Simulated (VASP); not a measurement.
Input of a VASP 6.6.1 run:

File INCAR:

```
PREC = Accurate
ENCUT = 520
EDIFF = 1E-6
ISMEAR = 0
SIGMA = 0.05
LREAL = False
LASPH = True
NELM = 60
ALGO = Fast
ISIF = 2
LWAVE = False
LCHARG = True
GGA = PE
LELF = True
LVHAR = True
NBANDS = 34
```

File KPOINTS:

```
regular mesh
0
Gamma
  10 10 10
```

POSCAR

```
Ga
1.0
    2.2933073961     -3.8705122860      0.0000000000
    2.2933073961      3.8705122860      0.0000000000
    0.0000000000      0.0000000000      4.5790781307
Ga
4
Direct
    0.8435821433      0.1564178567      0.0823639114
    0.6564178567      0.3435821433      0.5823639114
    0.1564178567      0.8435821433      0.9176360886
    0.3435821433      0.6564178567      0.4176360886
```

Potentials or basis: VASP PAW PBE potentials, release 64 (Ga_d).

Launch:

```sh
$ cat potpaw_PBE.64/Ga_d/POTCAR > POTCAR
$ mpirun -np 1 vasp_std > vasp.out
```

(1) What does it give for the band gap on the k mesh?

(2) What does it give for the pressure?

Answers

(1) zero (bands 26 and 27 overlap by 1.31 eV).

(2) 0.1 GPa.
